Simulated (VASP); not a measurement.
# Ge3MoRu (Pm-3m) in VASP: a series of runs

Runs on Ge3MoRu. Level: PBE. Tasks: single point, relaxation of cell and atoms.

Everything below comes from runs of VASP 6.6.1. Logs are shortened: lines on timing, memory, paths and dates and some standing lists are left out, and cuts for length are marked.

### 1 The cell of the first run

It takes space group Pm-3m (No. 221, cubic). Conventional cell: a = 4.621 Å, b = 4.621 Å, c = 4.621 Å, α = 90.00°, β = 90.00°, γ = 90.00°. Within 3.1 Å of Ge (site symmetry 4/mmm) lie 2 Ru at 2.31 Å. Mo (site symmetry m-3m) has 12 Ge at 3.27 Å and 8 Ru at 4.00 Å within 4.3 Å. Ru (site symmetry m-3m) has 6 Ge at 2.31 Å within 3.1 Å.

### 2 Single point, PBE

Input file INCAR:

```
SYSTEM = Ge3MoRu
PREC = Accurate
ENCUT = 520
EDIFF = 1E-6
ISMEAR = 0
SIGMA = 0.1
LREAL = .FALSE.
LASPH = .TRUE.
NELM = 80
ALGO = Normal
ISIF = 2
LWAVE = .FALSE.
LCHARG = .FALSE.
GGA = PE
NBANDS = 43
```

Input file KPOINTS:

```
Automatic mesh
0
G
  4 4 4
  0 0 0
```

Input file POSCAR:

```
Ge3MoRu
1.0
    4.6207474100      0.0000000000      0.0000000000
    0.0000000000      4.6207474100      0.0000000000
    0.0000000000      0.0000000000      4.6207474100
Ge Mo Ru
3 1 1
Direct
    0.5000000000      0.0000000000      0.5000000000
    0.0000000000      0.5000000000      0.5000000000
    0.5000000000      0.5000000000      0.0000000000
    0.0000000000      0.0000000000      0.0000000000
    0.5000000000      0.5000000000      0.5000000000
```

Potentials or basis: VASP PAW PBE potentials, release 64 (Ge_d, Mo_sv, Ru_pv).

Started as:

```
$ cat potpaw_PBE.64/Ge_d/POTCAR potpaw_PBE.64/Mo_sv/POTCAR potpaw_PBE.64/Ru_pv/POTCAR > POTCAR
$ mpirun -np 1 vasp_std > vasp.out
```

OUTCAR:

```text
SYSTEM = Ge3MoRu
   PREC = Accurate
   ENCUT = 520
   EDIFF = 1E-6
   ISMEAR = 0
   LREAL = .FALSE.
   LASPH = .TRUE.
   NELM = 80
   ISIF = 2
   GGA = PE

 ion  position               nearest neighbor table
   1  0.500  0.000  0.500-   5 2.31   5 2.31
   2  0.000  0.500  0.500-   5 2.31   5 2.31
   3  0.500  0.500  0.000-   5 2.31   5 2.31
   4  0.000  0.000  0.000-
   5  0.500  0.500  0.500-   1 2.31   2 2.31   3 2.31   3 2.31   1 2.31   2 2.31

  LATTYP: Found a simple cubic cell.
 ALAT       =     4.6207474100

  Lattice vectors:

 A1 = (   4.6207474100,   0.0000000000,   0.0000000000)
 A2 = (   0.0000000000,   4.6207474100,   0.0000000000)
 A3 = (   0.0000000000,   0.0000000000,   4.6207474100)

Analysis of symmetry for initial positions (statically):
=====================================================================
 Subroutine PRICEL returns:
 Original cell was already a primitive cell.

 Routine SETGRP: Setting up the symmetry group for a
 simple cubic supercell.

 Subroutine GETGRP returns: Found 48 space group operations
 (whereof 48 operations were pure point group operations)
 out of a pool of 48 trial point group operations.

The static configuration has the point symmetry O_h .

Analysis of symmetry for dynamics (positions and initial velocities):
=====================================================================
 Subroutine PRICEL returns:
 Original cell was already a primitive cell.

 Routine SETGRP: Setting up the symmetry group for a
 simple cubic supercell.

 Subroutine GETGRP returns: Found 48 space group operations
 (whereof 48 operations were pure point group operations)
 out of a pool of 48 trial point group operations.

The dynamic configuration has the point symmetry O_h .

 Subroutine INISYM returns: Found 48 space group operations
 (whereof 48 operations are pure point group operations),
 and found     1 'primitive' translations

----------------------------------------------------------------------------------------

                                     Primitive cell

  volume of cell :      98.6590

  direct lattice vectors                    reciprocal lattice vectors
     4.620747410  0.000000000  0.000000000     0.216415205  0.000000000  0.000000000
     0.000000000  4.620747410  0.000000000     0.000000000  0.216415205  0.000000000
     0.000000000  0.000000000  4.620747410     0.000000000  0.000000000  0.216415205

  length of vectors
     4.620747410  4.620747410  4.620747410     0.216415205  0.216415205  0.216415205

  position of ions in fractional coordinates (direct lattice)
     0.500000000  0.000000000  0.500000000
     0.000000000  0.500000000  0.500000000
     0.500000000  0.500000000  0.000000000
     0.000000000  0.000000000  0.000000000
     0.500000000  0.500000000  0.500000000

  ion indices of the primitive-cell ions
   primitive index   ion index
                 1           1
                 2           2
                 3           3
                 4           4
                 5           5

----------------------------------------------------------------------------------------

 KPOINTS: Automatic mesh

Automatic generation of k-mesh.
 Grid dimensions read from file:
 generate k-points for:    4    4    4

 Generating k-lattice:

  Cartesian coordinates                     Fractional coordinates (reciprocal lattice)
     0.054103801  0.000000000  0.000000000     0.250000000  0.000000000  0.000000000
     0.000000000  0.054103801  0.000000000     0.000000000  0.250000000  0.000000000
     0.000000000  0.000000000  0.054103801     0.000000000  0.000000000  0.250000000

  Length of vectors
     0.054103801  0.054103801  0.054103801

  Shift w.r.t. Gamma in fractional coordinates (k-lattice)
     0.000000000  0.000000000  0.000000000

 Subroutine IBZKPT returns following result:
 ===========================================

 Found     10 irreducible k-points:

 Following reciprocal coordinates:
            Coordinates               Weight
  0.000000  0.000000  0.000000      1.000000
  0.250000  0.000000  0.000000      6.000000
  0.500000  0.000000  0.000000      3.000000
  0.250000  0.250000  0.000000     12.000000
  0.500000  0.250000  0.000000     12.000000
  0.500000  0.500000  0.000000      3.000000
  0.250000  0.250000  0.250000      8.000000
  0.500000  0.250000  0.250000     12.000000
  0.500000  0.500000  0.250000      6.000000
  0.500000  0.500000  0.500000      1.000000
   k-points           NKPTS =     10   k-points in BZ     NKDIM =     10   number of bands    NBANDS=     43
   number of dos      NEDOS =    301   number of ions     NIONS =      5
   total plane-waves  NPLWV =  46656
   dimension x,y,z NGX =    36 NGY =   36 NGZ =   36
   dimension x,y,z NGXF=    72 NGYF=   72 NGZF=   72
   ions per type =               3   1   1
   NGX,Y,Z   is equivalent  to a cutoff of  12.95, 12.95, 12.95 a.u.
   NGXF,Y,Z  is equivalent  to a cutoff of  25.90, 25.90, 25.90 a.u.
 SYSTEM =  Ge3MoRu
[... 30 lines left out ...]
  volume/ion in A,a.u.               =      19.73       133.16
  Fermi-wavevector in a.u.,A,eV,Ry     =   1.460143  2.759269 29.007846  2.132017
  Thomas-Fermi vector in A             =   2.576627
   LORBIT       =      0    0 simple, 1 ext, 2 COOP (PROOUT), +10 PAW based schemes
   GGA     = PE    functional components
   LHFCALC =     F    Hartree Fock is set to
   AEXX    =    0.0000 exact exchange contribution
   IVDW    =     0    specifies the selected vdW correction
   LEPSILON=     F    determine dielectric tensor
   LRPA    =     F    only Hartree local field effects (RPA)
 non-spin polarized calculation
 Gauss-broadening in eV      SIGMA  =   0.10
  energy-cutoff  :      520.00
  volume of cell :       98.66
 maximum number of plane-waves:      2680
 NGX is ok and might be reduce to    36
   NGX = 17   NGY = 17   NGZ = 17

 number of electron      69.9999996 magnetization

 Free energy of the ion-electron system (eV)
  ---------------------------------------------------
  ext. energy  EPLUGINS =         0.00000000
  ---------------------------------------------------
  free energy    TOTEN  =       -27.92169239 eV

  energy without entropy =      -27.88460032  energy(sigma->0) =      -27.90314636

 E-fermi :   7.2093     XC(G=0): -11.2565

 val. band max:        7.1929736356   @ k =   0.5000   0.5000   0.5000
 cond. band min:       7.2586553650   @ k =   0.5000   0.5000   0.2500
 fundamental gap:      0.0656817294
 Fermi energy:         7.2092536923

 k-point     1 :       0.0000    0.0000    0.0000
  band No.  band energies     occupation
      1     -53.6880      2.00000
      2     -35.5115      2.00000
      3     -35.5115      2.00000
      4     -35.5115      2.00000
      5     -27.7622      2.00000
      6     -27.7622      2.00000
[... 35 lines left out ...]
     42       8.9155      0.00000
     43      10.5866      0.00000

 k-point     2 :       0.2500    0.0000    0.0000
  band No.  band energies     occupation
      1     -53.6880      2.00000
      2     -35.5179      2.00000
      3     -35.5117      2.00000
      4     -35.5117      2.00000
      5     -27.7636      2.00000
      6     -27.7621      2.00000
[... 35 lines left out ...]
     42       9.7961      0.00000
     43      10.3991      0.00000

 k-point     3 :       0.5000    0.0000    0.0000
  band No.  band energies     occupation
      1     -53.6880      2.00000
      2     -35.5243      2.00000
      3     -35.5118      2.00000
      4     -35.5118      2.00000
      5     -27.7650      2.00000
      6     -27.7620      2.00000
[... 35 lines left out ...]
     42      10.1961      0.00000
     43      11.0500      0.00000

 k-point     4 :       0.2500    0.2500    0.0000
  band No.  band energies     occupation
      1     -53.6880      2.00000
      2     -35.5181      2.00000
      3     -35.5181      2.00000
      4     -35.5118      2.00000
      5     -27.7635      2.00000
      6     -27.7634      2.00000
[... 219 lines left out ...]
     42      10.7217      0.00000
     43      11.7067      0.00000

 k-point     9 :       0.5000    0.5000    0.2500
  band No.  band energies     occupation
      1     -53.6879      2.00000
      2     -35.5247      2.00000
      3     -35.5247      2.00000
      4     -35.5185      2.00000
      5     -27.7645      2.00000
      6     -27.7645      2.00000
[... 35 lines left out ...]
     42      11.1257      0.00000
     43      12.1684      0.00000

 k-point    10 :       0.5000    0.5000    0.5000
  band No.  band energies     occupation
      1     -53.6878      2.00000
      2     -35.5249      2.00000
      3     -35.5249      2.00000
      4     -35.5249      2.00000
      5     -27.7643      2.00000
      6     -27.7643      2.00000
[... 35 lines left out ...]
     42      11.8831      0.00000
     43      11.8831      0.00000

------------------------ aborting loop because EDIFF is reached ----------------------------------------

  FORCE on cell =-STRESS in cart. coord.  units (eV):
  Direction    XX          YY          ZZ          XY          YZ          ZX
  --------------------------------------------------------------------------------------
  -------------------------------------------------------------------------------------
  Total        2.6250689      2.6250689      2.6250689     -0.0000000     -0.0000000      0.0000000
  in kB       42.6299279     42.6299279     42.6299279     -0.0000000     -0.0000000      0.0000000
  external PRESSURE =      42.6299279 kB  Pullay stress =       0.0000000 kB

 VOLUME and BASIS-vectors are now :
 -----------------------------------------------------------------------------
  energy-cutoff  :      520.00
  volume of cell :       98.66
      direct lattice vectors                 reciprocal lattice vectors
     4.620747410  0.000000000  0.000000000     0.216415205  0.000000000  0.000000000
     0.000000000  4.620747410  0.000000000     0.000000000  0.216415205  0.000000000
     0.000000000  0.000000000  4.620747410     0.000000000  0.000000000  0.216415205

 POSITION                                       TOTAL-FORCE (eV/Angst)
 -----------------------------------------------------------------------------------
      2.31037      0.00000      2.31037         0.000000      0.000000      0.000000
      0.00000      2.31037      2.31037         0.000000      0.000000      0.000000
      2.31037      2.31037      0.00000         0.000000      0.000000      0.000000
      0.00000      0.00000      0.00000         0.000000      0.000000      0.000000
      2.31037      2.31037      2.31037         0.000000      0.000000      0.000000
 -----------------------------------------------------------------------------------
    total drift:                                0.000000      0.000000      0.000000

  FREE ENERGIE OF THE ION-ELECTRON SYSTEM (eV)
  ---------------------------------------------------
  free  energy   TOTEN  =       -27.9216923915 eV

  energy  without entropy=      -27.8846003221  energy(sigma->0) =      -27.90314636
```

It took 50 s on 1 thread of Intel Xeon 6975P-C, shared host; peak memory 0.22 GiB.

What came out:

```
Free energy            : -27.9217 eV
Pressure               : 4.3 GPa
Band gap on the k mesh : zero (band 35 reaches 7.48 eV, above the bottom of band 36 at 6.93 eV)
```

Levels at points of the mesh, in eV from the Fermi level:
```
           k point  band 30  band 31  band 32  band 33  band 34  band 35  band 36  band 37  band 38  band 39
(0.00, 0.00, 0.00)    -2.55    -2.55    -0.99    -0.99    -0.09    -0.09    -0.09     0.91     1.44     1.44
(0.50, 0.00, 0.00)    -2.90    -2.41    -2.21    -1.32    -0.29     0.19     0.85     0.85     1.01     1.92
(0.50, 0.50, 0.00)    -3.77    -0.81    -0.62    -0.30    -0.30    -0.28    -0.28    -0.04     0.20     0.32
(0.50, 0.50, 0.50)    -4.39    -4.39    -0.02     0.15     0.15     0.27     0.27     0.27     0.44     0.44
```

### 3 Single point, PBE

This run uses another cell than the first one, of 20.53 Å³/atom, 1.041 times its volume.

Input file INCAR:

```
PREC = Accurate ; ENCUT = 520
EDIFF = 1E-6 ; ISMEAR = 0
SIGMA = 0.1 ; LREAL = False
LASPH = True ; NELM = 100
ALGO = Normal ; ISIF = 2
LWAVE = False ; LCHARG = False
GGA = PE ; NBANDS = 43
```

Input file KPOINTS:

```
Automatic mesh
0
Gamma
  4 4 4
```

POSCAR, as its differences from that of step 2:

```diff
@@ -2,5 +2,5 @@
 1.0
-    4.6207474100      0.0000000000      0.0000000000
-    0.0000000000      4.6207474100      0.0000000000
-    0.0000000000      0.0000000000      4.6207474100
+    4.6824232459      0.0000000000      0.0000000000
+    0.0000000000      4.6824232459      0.0000000000
+    0.0000000000      0.0000000000      4.6824232459
 Ge Mo Ru
```

Potentials or basis: VASP PAW PBE potentials, release 64 (Ge_d, Mo_sv, Ru_pv).

Started as:

```
$ cat potpaw_PBE.64/Ge_d/POTCAR potpaw_PBE.64/Mo_sv/POTCAR potpaw_PBE.64/Ru_pv/POTCAR > POTCAR
$ mpirun -np 1 vasp_std > vasp.out
```

Wall time 36 s (1 thread of Intel Xeon 6975P-C, shared host); peak memory 0.22 GiB.

Results (log left out):

| Property | Result |
| --- | --- |
| Free energy | -27.9746 eV |
| Pressure | 0.0 GPa |
| Band gap on the k mesh | zero (band 35 reaches 7.05 eV, above the bottom of band 36 at 6.49 eV) |

Levels at points of the mesh, in eV from the Fermi level:
| k point | band 32 | band 33 | band 34 | band 35 | band 36 | band 37 |
| --- | --- | --- | --- | --- | --- | --- |
| (0.00, 0.00, 0.00) | -0.92 | -0.92 | -0.08 | -0.08 | -0.08 | 0.83 |
| (0.50, 0.00, 0.00) | -2.06 | -1.34 | -0.26 | 0.17 | 0.79 | 0.79 |
| (0.50, 0.50, 0.00) | -0.61 | -0.27 | -0.27 | -0.26 | -0.26 | -0.03 |
| (0.50, 0.50, 0.50) | 0.00 | 0.15 | 0.15 | 0.29 | 0.29 | 0.29 |

### 4 Relaxation of cell and atoms, PBE

Input file INCAR:

```
SYSTEM = Ge3MoRu
PREC = Accurate
ENCUT = 600
EDIFF = 1E-6
ISMEAR = 0
SIGMA = 0.1
LREAL = .FALSE.
LASPH = .TRUE.
NELM = 60
ALGO = Normal
ISIF = 3
LWAVE = .FALSE.
LCHARG = .FALSE.
GGA = PE
IBRION = 2
NSW = 90
EDIFFG = -0.04
```

Input file KPOINTS:

```
regular mesh
0
G
  4 4 4
  0 0 0
```

POSCAR, as its differences from that of step 3:

```diff
@@ -2,5 +2,5 @@
 1.0
-    4.6824232459      0.0000000000      0.0000000000
-    0.0000000000      4.6824232459      0.0000000000
-    0.0000000000      0.0000000000      4.6824232459
+    4.6207474100      0.0000000000      0.0000000000
+    0.0000000000      4.6207474100      0.0000000000
+    0.0000000000      0.0000000000      4.6207474100
 Ge Mo Ru
```

Started as:

```
$ cat potpaw_PBE.64/Ge_d/POTCAR potpaw_PBE.64/Mo_sv/POTCAR potpaw_PBE.64/Ru_pv/POTCAR > POTCAR
$ mpirun -np 1 vasp_std > vasp.out
```

It took 2.2 min on 1 thread of Intel Xeon 6975P-C, shared host; peak memory 0.28 GiB.

The run converged. Its results:

| Property | Result |
| --- | --- |
| Free energy | -27.9728 eV |
| Relaxed volume | 20.54 Å³/atom |
| Relaxed cell | a = 4.683 Å, b = 4.683 Å, c = 4.683 Å, α = 90.00°, β = 90.00°, γ = 90.00° |
| Space group after relaxing (to 0.05 Å) | Pm-3m (No. 221) |
| Energy gained by relaxing | 10.3 meV/atom |
| Ionic steps | 3 |
| Pressure after relaxing | 0.0 GPa |
| Band gap on the k mesh | zero (band 35 reaches 7.04 eV, above the bottom of band 36 at 6.49 eV) |

The path:
| step | energy change (eV) | largest force (eV/Å) | pressure (GPa) | volume (Å³) |
| --- | --- | --- | --- | --- |
| 1 | 0.0000 | 0.0000 | 4.26 | 98.66 |
| 2 | -0.0138 | 0.0000 | -3.20 | 106.34 |
| 3 | -0.0514 | 0.0000 | 0.01 | 102.69 |

Final structure:
```yaml
crystal:
  lattice:
    - [4.68286, 0.00000, 0.00000]
    - [0.00000, 4.68286, 0.00000]
    - [0.00000, 0.00000, 4.68286]
  atoms:
    - { symbol: Ge, position: [0.50000, 0.00000, 0.50000] }
    - { symbol: Ge, position: [0.00000, 0.50000, 0.50000] }
    - { symbol: Ge, position: [0.50000, 0.50000, 0.00000] }
    - { symbol: Mo, position: [0.00000, 0.00000, 0.00000] }
    - { symbol: Ru, position: [0.50000, 0.50000, 0.50000] }
```

Levels at points of the mesh, in eV from the Fermi level:
```
           k point  band 31  band 32  band 33  band 34  band 35  band 36  band 37  band 38
(0.00, 0.00, 0.00)    -2.40    -0.92    -0.92    -0.08    -0.08    -0.08     0.82     1.45
(0.50, 0.00, 0.00)    -2.27    -2.06    -1.34    -0.26     0.17     0.79     0.79     0.89
(0.50, 0.50, 0.00)    -0.75    -0.61    -0.27    -0.27    -0.26    -0.26    -0.03     0.19
(0.50, 0.50, 0.50)    -4.20     0.00     0.15     0.15     0.29     0.29     0.29     0.40
```

### 5 Single point, PBE, collinear spin, ferromagnetic start

This run uses another cell than the first one, of 20.53 Å³/atom, 1.041 times its volume.

Input file INCAR:

```
PREC = Accurate
ENCUT = 520
EDIFF = 1E-7
ISMEAR = 0
SIGMA = 0.1
LREAL = False
LASPH = True
NELM = 150
ALGO = Normal
ISIF = 2
LWAVE = False
LCHARG = False
ISPIN = 2
MAGMOM = 0 0 0 1 1
LORBIT = 11
LMAXMIX = 4
GGA = PE
NBANDS = 47
```

Input file KPOINTS:

```
regular mesh
0
Gamma
  4 4 4
```

POSCAR, as its differences from that of step 4:

```diff
@@ -2,5 +2,5 @@
 1.0
-    4.6207474100      0.0000000000      0.0000000000
-    0.0000000000      4.6207474100      0.0000000000
-    0.0000000000      0.0000000000      4.6207474100
+    4.6824232459      0.0000000000      0.0000000000
+    0.0000000000      4.6824232459      0.0000000000
+    0.0000000000      0.0000000000      4.6824232459
 Ge Mo Ru
```

Started as:

```
$ cat potpaw_PBE.64/Ge_d/POTCAR potpaw_PBE.64/Mo_sv/POTCAR potpaw_PBE.64/Ru_pv/POTCAR > POTCAR
$ mpirun -np 1 vasp_std > vasp.out
```

Wall time 1.8 min (1 thread of Intel Xeon 6975P-C, shared host); peak memory 0.28 GiB.

It converged, with:

```yaml
Free_energy: -28.9217 eV
Pressure: 4.2 GPa
Net_moment: 4.06 μB per cell
Site_moments: Ge +0.01; Mo +3.22; Ru +0.18 μB
Valence_electrons_inside_the_program's_atomic_spheres: Ge 12.30; Mo 12.11; Ru 13.07
```

Levels at points of the mesh, in eV from the Fermi level:
Spin up:
```
           k point  band 33  band 34  band 35  band 36  band 37  band 38  band 39  band 40  band 41  band 42
(0.00, 0.00, 0.00)    -1.60    -1.02    -1.02    -1.02     0.27     1.17     1.17     1.34     1.34     1.34
(0.50, 0.00, 0.00)    -1.73    -1.25    -0.69     0.16     0.16     0.69     1.59     1.59     2.23     2.39
(0.50, 0.50, 0.00)    -1.04    -0.92    -0.76    -0.75    -0.44    -0.44    -0.39     2.40     3.44     3.44
(0.50, 0.50, 0.50)    -0.79    -0.67    -0.59    -0.59    -0.59     0.01     0.01     0.01     4.39     4.39
```
Spin down:
```tsv
k point	band 29	band 30	band 31	band 32	band 33	band 34	band 35	band 36	band 37	band 38
(0.00, 0.00, 0.00)	-2.46	-2.46	-2.46	-0.36	-0.36	1.31	1.31	1.31	1.32	1.32
(0.50, 0.00, 0.00)	-2.57	-2.57	-2.39	-1.62	-1.11	0.73	1.18	1.44	1.60	1.60
(0.50, 0.50, 0.00)	-3.56	-3.56	-0.69	-0.48	-0.31	-0.31	0.56	0.56	1.21	1.37
(0.50, 0.50, 0.50)	-4.93	-4.30	-4.30	0.23	0.23	0.23	0.75	1.51	1.51	1.88
```

### 6 The runs side by side

```tsv
task	spin	cell	cutoff (eV)	gap on the mesh (eV)	pressure (GPa)
single point	off	a = 4.621 Å, 5 atoms	520	none	4.3
single point	off	a = 4.682 Å, 5 atoms	520	none	0.0
relaxation of cell and atoms	off	relaxed from a = 4.621 Å, 5 atoms	600	none	0.0
single point	collinear, ferromagnetic start	a = 4.682 Å, 5 atoms	520	none	4.2
```

Alike in all rows: level PBE; potentials or basis VASP PAW PBE potentials, release 64 (Ge_d, Mo_sv, Ru_pv); k mesh 4 × 4 × 4; smearing gaussian 0.1 eV.

Total energies depend on the potentials used, so only differences within one code and one set of settings carry meaning.
